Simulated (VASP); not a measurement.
Wanted: the native input for a VASP 6.6.1 run.

| Property | Result |
| --- | --- |
| Task | single point |
| Functional | HSE06 |
| Potentials or basis | VASP PAW PBE potentials, release 64 (Be, Te) |
| Cutoff | 520 eV |
| k mesh | 6 × 6 × 6 |
| Occupations | gaussian, width 0.01 eV |
| Spin | no spin polarisation |
| Dipole correction | no |
| Grid for exact exchange (PRECFOCK) | Normal |
| Further INCAR settings | ALGO = Normal; EDIFF = 1e-06; NBANDS = 11 |
| Screening parameter | 0.2079 1/Å |

BeTe:

```
Be Te
1.0
     0.00000    2.82862    2.97005
     2.82862    0.00000    2.97005
     2.82862    2.82862    0.00000
Be Te
1 1
Cartesian
  0.0000 0.0000 0.0000
  1.4143 1.4143 1.4850
```

This cell differs from its parent crystal: uniaxial z strain +5.0%.

These files were run (other wordings do the same):

POSCAR

```
BeTe
1.0
    0.0000000000      2.8286236274      2.9700548088
    2.8286236274      0.0000000000      2.9700548088
    2.8286236274      2.8286236274      0.0000000000
Be Te
1 1
Direct
    0.0000000000      0.0000000000      0.0000000000
    0.2500000000      0.2500000000      0.2500000000
```

INCAR.step1

```
SYSTEM = BeTe
PREC = Accurate
ENCUT = 520
EDIFF = 1E-5
ISMEAR = 0
SIGMA = 0.01
LREAL = .FALSE.
LASPH = .TRUE.
NELM = 60
ALGO = Normal
ISIF = 2
LWAVE = .TRUE.
GGA = PE
NBANDS = 11
```

INCAR.step2

```
SYSTEM = BeTe
PREC = Accurate
ENCUT = 520
EDIFF = 1E-6
ISMEAR = 0
SIGMA = 0.01
LREAL = .FALSE.
LASPH = .TRUE.
NELM = 60
ALGO = Normal
ISIF = 2
LWAVE = .FALSE.
LCHARG = .TRUE.
GGA = PE
LHFCALC = .TRUE.
HFSCREEN = 0.2079
PRECFOCK = Normal
LELF = .TRUE.
LVHAR = .TRUE.
ISTART = 1
NBANDS = 11
```

KPOINTS

```
regular mesh
0
G
  6 6 6
  0 0 0
```

Potentials or basis: VASP PAW PBE potentials, release 64 (Be, Te).

Run with:

```bash
$ cat potpaw_PBE.64/Be/POTCAR potpaw_PBE.64/Te/POTCAR > POTCAR
$ cp INCAR.step1 INCAR
$ mpirun -np 1 vasp_std > vasp.out
$ cp INCAR.step2 INCAR
$ mpirun -np 1 vasp_std > vasp.out
```

Results of the run:

```
Pressure               : -3.5 GPa
Band gap on the k mesh : 2.60 eV, indirect (least direct gap 4.02 eV)
```

Caveat: the cell differs from its parent crystal (uniaxial z strain +5.0%); the PAW data sets were made with another functional, which shifts forces and pressure a little; spin-orbit coupling is left out, which moves the levels of the heavy elements.

It took 55 min on 1 thread of AMD EPYC 7R13 (shared host), peak memory 0.27 GiB.
